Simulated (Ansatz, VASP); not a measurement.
**Two plane-wave programs on BeSe5**

```
CELL_PARAMETERS angstrom
0.00000 4.01386 4.01386
4.01386 0.00000 4.01386
4.01386 4.01386 0.00000
ATOMIC_POSITIONS crystal
Be 0.25000 0.25000 0.25000
Se 0.37177 0.87608 0.87608
Se 0.87608 0.37177 0.87608
Se 0.87608 0.87608 0.37177
Se 0.87608 0.87608 0.87608
Se 0.50000 0.50000 0.50000
```

Change from the starting cell: species swapped into the Be5Fe type (F-43m, No. 216).

Alike in both runs: functional PBE; k mesh 4 × 4 × 4; occupations gaussian, width 0.1 eV; no spin polarisation.

Ansatz relaxed the structure, and its values are those at the end. VASP's run is a single point on that final structure, the one shown.

```csv
,VASP,Ansatz
version,VASP 6.6.1,Ansatz 0.2.0
potentials or method,"VASP PAW PBE potentials, release 64 (Be, Se), cutoff 520 eV","scalar-relativistic, plane waves, PAW"
valence electrons in the cell,32,82
```

|  | VASP | Ansatz | Ansatz less VASP |
| --- | --- | --- | --- |
| gap on the k mesh at the Fermi level (eV) | none | none | - |
| pressure (GPa) | 0.0 | 0.0 | -0.01 |
| rms of the force components (eV/Å) | 0.005 | 0.005 | -0.0004 |

A gap of «none» marks a metal or a gap that the smearing closes. VASP's potentials hold 32 valence electrons a cell and Ansatz's 82, so a difference there can come from the potentials and not from the codes.
